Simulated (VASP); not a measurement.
Wanted: the native input for a VASP 6.6.1 run.

| Property | Result |
| --- | --- |
| Task | single point |
| Functional | PBE |
| Potentials or basis | VASP PAW PBE potentials, release 64 (Au) |
| Cutoff | 520 eV |
| k mesh | 16 × 16 × 16 |
| Occupations | gaussian, width 0.1 eV |
| Spin | no spin polarisation |
| Dipole correction | no |
| Further INCAR settings | ALGO = Normal; EDIFF = 1e-06; NBANDS = 12 |

The structure of Au lies in POSCAR:

```
Au
1.0
    0.0000000000      2.0350000000      2.0350000000
    2.0350000000      0.0000000000      2.0350000000
    2.0350000000      2.0350000000      0.0000000000
Au
1
Direct
    0.0000000000      0.0000000000      0.0000000000
```

One way to write it, as run:

INCAR

```
SYSTEM = Au
ALGO     = Normal         ! electronic algorithm
EDIFF    = 1E-6           ! SCF threshold, eV
ENCUT    = 520            ! plane-wave cutoff, eV
GGA      = PE             ! functional
ISIF     = 2              ! what is computed and relaxed
ISMEAR   = 0              ! smearing method
LASPH    = .True.         ! aspherical terms in the spheres
LCHARG   = .False.        ! write CHGCAR
LREAL    = .False.        ! projectors in reciprocal space
LWAVE    = .False.        ! write WAVECAR
NBANDS   = 12             ! bands
NELM     = 100            ! most SCF steps
PREC     = Accurate       ! precision mode
SIGMA    = 0.1            ! smearing width, eV
```

KPOINTS

```
k-points
0
Gamma
  16 16 16
  0 0 0
```

Potentials or basis: VASP PAW PBE potentials, release 64 (Au).

Launch:

```sh
$ cat potpaw_PBE.64/Au/POTCAR > POTCAR
$ mpirun -np 1 vasp_std > vasp.out
```

It gave:

- Pressure: 10.5 GPa
- Band gap on the k mesh: zero (an odd number of electrons rules out a gap without spin polarisation)

Caveat: the cell stands under pressure; spin-orbit coupling is left out, which moves the levels of the heavy elements.

Wall time 18 s on 1 thread of Intel(R) Xeon(R) Platinum 8375C CPU @ 2.90GHz (Ice Lake), on a shared host, peak memory 0.16 GiB.
